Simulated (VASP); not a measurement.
# SnPt2Se3 (P6mm) in VASP: notebook

SnPt2Se3 is run at these levels: PBE; tasks: single point.

Program: VASP 6.6.1. These are calculated values, not measurements. Logs are shortened: lines on timing, memory, paths and dates and some standing lists are left out, and cuts for length are marked.

### Step 1. The cell of the first run

The structure is hexagonal, space group P6mm (No. 183). The conventional cell has a = 4.511 Å, b = 4.511 Å, c = 8.382 Å, α = 90.00°, β = 90.00°, γ = 120.00°. Sn (site symmetry 6mm) has 7 Se at 2.82 to 3.47 Å and 6 Pt at 3.13 Å within 3.7 Å. Pt (site symmetry 3m) has 3 Pt at 2.60 Å and 3 Se at 2.82 Å and 3 Sn at 3.13 Å within 3.4 Å. Se (site symmetry 3m) has 3 Se at 2.60 Å and 3 Sn at 3.47 Å within 3.5 Å. Se (site symmetry 6mm) has 1 Sn at 2.82 Å and 6 Pt at 2.82 Å within 3.7 Å.

The cell was built from a structure type or drawn by symmetry, and may not be a known phase.

### Step 2. Single point, PBE

Input file INCAR:

```
SYSTEM = SnPt2Se3
  PREC = Accurate
  ENCUT = 520
  EDIFF = 1E-6
  ISMEAR = 0
  SIGMA = 0.1
  LREAL = .False.
  LASPH = .True.
  NELM = 60
  ALGO = Normal
  ISIF = 2
  LWAVE = .False.
  LCHARG = .True.
  GGA = PE
  LELF = .True.
  LVHAR = .True.
  NBANDS = 35
```

Input file KPOINTS:

```
regular mesh
0
Gamma
  6 6 2
  0 0 0
```

Input file POSCAR:

```
SnPt2Se3
1.0
    4.5107964741      0.0000000000      0.0000000000
   -2.2553982371      3.9064643379      0.0000000000
    0.0000000000      0.0000000000      8.3819655361
Sn Pt Se
1 2 3
Direct
    0.0000000000      0.0000000000      1.1050200093
    0.3333333333      0.6666666667      0.3113661926
    0.6666666667      0.3333333333      0.3113661926
    0.3333333333      0.6666666667      0.8317593199
    0.6666666667      0.3333333333      0.8317593199
    0.0000000000      0.0000000000      0.4418220457
```

Potentials or basis: VASP PAW PBE potentials, release 64 (Sn_d, Pt, Se).

On the command line:

```bash
$ cat potpaw_PBE.64/Sn_d/POTCAR potpaw_PBE.64/Pt/POTCAR potpaw_PBE.64/Se/POTCAR > POTCAR
$ mpirun -np 1 vasp_std > vasp.out
```

OUTCAR:

```text
SYSTEM = SnPt2Se3
   PREC = Accurate
   ENCUT = 520
   EDIFF = 1E-6
   ISMEAR = 0
   LREAL = .False.
   LASPH = .True.
   NELM = 60
   ISIF = 2
   GGA = PE

 ion  position               nearest neighbor table
   1  0.000  0.000  0.105-   6 2.82   3 3.13   2 3.13   3 3.13   2 3.13   3 3.13   2 3.13
   2  0.333  0.667  0.311-   3 2.60   3 2.60   3 2.60   6 2.82   6 2.82   6 2.82   1 3.13   1 3.13
                             1 3.13
   3  0.667  0.333  0.311-   2 2.60   2 2.60   2 2.60   6 2.82   6 2.82   6 2.82   1 3.13   1 3.13
                             1 3.13
   4  0.333  0.667  0.832-   5 2.60   5 2.60   5 2.60
   5  0.667  0.333  0.832-   4 2.60   4 2.60   4 2.60
   6  0.000  0.000  0.442-   1 2.82   2 2.82   3 2.82   3 2.82   2 2.82   3 2.82   2 2.82

  LATTYP: Found a hexagonal cell.
 ALAT       =     4.5107964741
 C/A-ratio  =     1.8582007821

  Lattice vectors:

 A1 = (   4.5107964741,   0.0000000000,   0.0000000000)
 A2 = (  -2.2553982371,   3.9064643379,   0.0000000000)
 A3 = (   0.0000000000,   0.0000000000,   8.3819655361)

Analysis of symmetry for initial positions (statically):
=====================================================================
 Subroutine PRICEL returns:
 Original cell was already a primitive cell.

 Routine SETGRP: Setting up the symmetry group for a
 hexagonal supercell.

 Subroutine GETGRP returns: Found 12 space group operations
 (whereof 12 operations were pure point group operations)
 out of a pool of 24 trial point group operations.

The static configuration has the point symmetry C_6v.

Analysis of symmetry for dynamics (positions and initial velocities):
=====================================================================
 Subroutine PRICEL returns:
 Original cell was already a primitive cell.

 Routine SETGRP: Setting up the symmetry group for a
 hexagonal supercell.

 Subroutine GETGRP returns: Found 12 space group operations
 (whereof 12 operations were pure point group operations)
 out of a pool of 24 trial point group operations.

The dynamic configuration has the point symmetry C_6v.

 Subroutine INISYM returns: Found 12 space group operations
 (whereof 12 operations are pure point group operations),
 and found     1 'primitive' translations

----------------------------------------------------------------------------------------

                                     Primitive cell
[... 89 lines left out ...]
   LREAL  =      F    real-space projection
   EDIFFG = 0.1E-04   stopping-criterion for IOM
   NSW    =      0    number of steps for IOM
   IBRION =     -1    ionic relax: 0-MD 1-quasi-New 2-CG
   NFREE  =      0    steps in history (QN), initial steepest desc. (CG)
   ISIF   =      2    stress and relaxation
   ISYM   =      2    0-nonsym 1-usesym 2-fastsym
   POTIM  = 0.5000    time-step for ionic-motion
   TEBEG  =    0.0;   TEEND  =   0.0 temperature during run
   PSTRESS=    0.0 pullay stress
   NELECT =      52.0000    total number of electrons
   NUPDOWN=      -1.0000    fix difference up-down
   EMIN   =  10.00;   EMAX   =-10.00  energy-range for DOS
   EFERMI =   0.00;   METHOD = LEGACY
   ISMEAR =     0;   SIGMA  =   0.10  broadening in eV -4-tet -1-fermi 0-gaus
   EFERMI_NEDOS =   21; number of points for ismear=-14 and -15
   IALGO  =     38    algorithm
   IMIX   =      4    mixing-type and parameters
     AMIX     =   0.40;   BMIX     =  1.00
     AMIX_MAG =   1.60;   BMIX_MAG =  1.00
  volume/ion in A,a.u.               =      24.62       166.12
  Fermi-wavevector in a.u.,A,eV,Ry     =   1.155975  2.184475 18.181156  1.336277
  Thomas-Fermi vector in A             =   2.292599
   LORBIT       =      0    0 simple, 1 ext, 2 COOP (PROOUT), +10 PAW based schemes
   GGA     = PE    functional components
   LHFCALC =     F    Hartree Fock is set to
   AEXX    =    0.0000 exact exchange contribution
   IVDW    =     0    specifies the selected vdW correction
   LEPSILON=     F    determine dielectric tensor
   LRPA    =     F    only Hartree local field effects (RPA)
 non-spin polarized calculation
 Gauss-broadening in eV      SIGMA  =   0.10
  energy-cutoff  :      520.00
  volume of cell :      147.70
 maximum number of plane-waves:      4040
 NGX is ok and might be reduce to    36
   NGX = 17   NGY = 17   NGZ = 31

 number of electron      52.0000008 magnetization

 Free energy of the ion-electron system (eV)
  ---------------------------------------------------
  ext. energy  EPLUGINS =         0.00000000
  ---------------------------------------------------
  free energy    TOTEN  =       -24.98176074 eV

  energy without entropy =      -24.94959377  energy(sigma->0) =      -24.96567725

 E-fermi :   5.1518     XC(G=0):  -9.8698

 val. band max:        5.0541401839   @ k =   0.1667   0.0000   0.0000
 cond. band min:       5.1598240824   @ k =   0.1667   0.1667   0.0000
 fundamental gap:      0.1056838985
 Fermi energy:         5.1517859145

 k-point     1 :       0.0000    0.0000    0.0000
  band No.  band energies     occupation
      1     -16.4996      2.00000
      2     -16.4956      2.00000
      3     -16.4956      2.00000
      4     -16.4888      2.00000
      5     -16.4888      2.00000
      6     -10.2171      2.00000
[... 521 lines left out ...]
     34      10.8914      0.00000
     35      11.4316      0.00000

------------------------ aborting loop because EDIFF is reached ----------------------------------------

  FORCE on cell =-STRESS in cart. coord.  units (eV):
  Direction    XX          YY          ZZ          XY          YZ          ZX
  --------------------------------------------------------------------------------------
  -------------------------------------------------------------------------------------
  Total       -0.1180532     -0.1180532     -0.0915695      0.0000000     -0.0000000      0.0000000
  in kB       -1.2805759     -1.2805759     -0.9932954      0.0000000     -0.0000000      0.0000000
  external PRESSURE =      -1.1848157 kB  Pullay stress =       0.0000000 kB

 VOLUME and BASIS-vectors are now :
 -----------------------------------------------------------------------------
  energy-cutoff  :      520.00
  volume of cell :      147.70
      direct lattice vectors                 reciprocal lattice vectors
     4.510796474  0.000000000  0.000000000     0.221690339  0.127992977  0.000000000
    -2.255398237  3.906464338  0.000000000     0.000000000  0.255985954  0.000000000
     0.000000000  0.000000000  8.381965536     0.000000000  0.000000000  0.119303759

 POSITION                                       TOTAL-FORCE (eV/Angst)
 -----------------------------------------------------------------------------------
      0.00000      0.00000      0.88027        -0.000000     -0.000000      0.013739
     -0.00000      2.60431      2.60986         0.000000      0.000000     -0.001457
      2.25540      1.30215      2.60986         0.000000      0.000000     -0.001457
     -0.00000      2.60431      6.97178        -0.000000      0.000000      0.000173
      2.25540      1.30215      6.97178        -0.000000      0.000000      0.000173
      0.00000      0.00000      3.70334        -0.000000     -0.000000     -0.011171
 -----------------------------------------------------------------------------------
    total drift:                                0.000000      0.000000      0.000125

  FREE ENERGIE OF THE ION-ELECTRON SYSTEM (eV)
  ---------------------------------------------------
  free  energy   TOTEN  =       -24.9817607400 eV

  energy  without entropy=      -24.9495937675  energy(sigma->0) =      -24.96567725
```

stdout:

```text
POSCAR found type information on POSCAR SnPtSe
 POSCAR found :  3 types and       6 ions
 scaLAPACK will be used
 LDA part: xc-table for (Slater+PW92), standard interpolation
 POSCAR, INCAR and KPOINTS ok, starting setup
 FFT: planning ... GRIDC
 FFT: planning ... GRID_SOFT
 FFT: planning ... GRID
 WAVECAR not read
 entering main loop
```

Run time: 80 s. Hardware: 1 thread of Intel Xeon Platinum 8259CL at 2.50GHz (Skylake/Cascade Lake), shared host; peak memory 0.31 GiB.

What came out:

| Item | Value |
| --- | --- |
| Free energy | -24.9818 eV |
| Pressure | -0.1 GPa |
| Largest force | 0.014 eV/Å |
| Band gap on the k mesh | zero (filled and empty bands touch) |

Forces in eV/Å, atoms in the order of the input:
```
Sn   0.000  0.000  0.014
Pt   0.000  0.000 -0.001
Pt   0.000  0.000 -0.001
Se   0.000  0.000  0.000
Se   0.000  0.000  0.000
Se   0.000  0.000 -0.011
```

Caveat: the k points lie up to 0.37 Å⁻¹ apart; spin-orbit coupling is left out, which moves the levels of the heavy elements; this functional lacks dispersion, which binds the layers, so the pressure and a relaxed spacing across them are unreliable.

### Step 3. Single point, PBE

This run uses another cell than the first one, of 26.49 Å³/atom.

Input file INCAR:

```
SYSTEM = SnPt2Se3
PREC = Accurate ; ENCUT = 520
EDIFF = 1E-6 ; ISMEAR = 0
SIGMA = 0.1 ; LREAL = .FALSE.
LASPH = .TRUE. ; NELM = 100
ALGO = Normal ; ISIF = 2
LWAVE = .FALSE. ; LCHARG = .FALSE.
GGA = PE ; NBANDS = 35
```

Input file KPOINTS:

```
regular mesh
0
G
  6 6 2
  0 0 0
```

Input file POSCAR:

```
SnPt2Se3
1.0
    4.3791418000      0.0000000000      0.0000000000
   -2.1895709000      3.7924480500      0.0000000000
    0.0000000000      0.0000000000      9.5705629600
Sn Pt Se
1 2 3
Direct
    0.0000000000      0.0000000000      0.9691632700
    0.3333333300      0.6666666700      0.3962716100
    0.6666666700      0.3333333300      0.3962716100
    0.3333333300      0.6666666700      0.7982676300
    0.6666666700      0.3333333300      0.7982676300
    0.0000000000      0.0000000000      0.4748513300
```

Potentials or basis: VASP PAW PBE potentials, release 64 (Sn_d, Pt, Se).

On the command line:

```bash
$ cat potpaw_PBE.64/Sn_d/POTCAR potpaw_PBE.64/Pt/POTCAR potpaw_PBE.64/Se/POTCAR > POTCAR
$ mpirun -np 1 vasp_std > vasp.out
```

Wall time 87 s (1 thread of Intel Xeon Platinum 8259CL at 2.50GHz (Skylake/Cascade Lake), shared host); peak memory 0.32 GiB.

The run converged. Its results:

| Quantity | Value |
| --- | --- |
| Free energy | -23.7708 eV |
| Pressure | 6.5 GPa |
| Largest force | 0.613 eV/Å |
| Band gap on the k mesh | zero (bands 26 and 27 overlap by 0.01 eV) |

Forces in eV/Å, atoms in the order of the input:
```
Sn   0.000  0.000  0.036
Pt   0.000  0.000 -0.416
Pt   0.000  0.000 -0.416
Se   0.000  0.000  0.091
Se   0.000  0.000  0.091
Se   0.000  0.000  0.613
```

Stress tensor (GPa, compression positive):
```
 9.80  0.00  0.00
 0.00  9.80  0.00
 0.00  0.00 -0.17
```

Levels at points of the mesh, in eV from the Fermi level:
```
           k point  band 22  band 23  band 24  band 25  band 26  band 27  band 28  band 29  band 30  band 31
(0.00, 0.00, 0.00)    -1.60    -1.40    -1.40    -0.84    -0.59     0.38     0.92     2.38     2.38     3.29
(0.50, 0.00, 0.00)    -1.49    -1.34    -0.85    -0.62    -0.60     1.39     1.71     2.12     2.21     2.76
(0.00, 0.00, 0.50)    -1.62    -1.37    -1.37    -0.85    -0.50     0.40     0.70     2.38     2.38     3.93
(0.50, 0.00, 0.50)    -1.43    -1.34    -0.97    -0.62    -0.60     1.16     1.72     1.77     2.35     2.72
```

Caveat: the cell stands under pressure; spin-orbit coupling is left out, which moves the levels of the heavy elements.
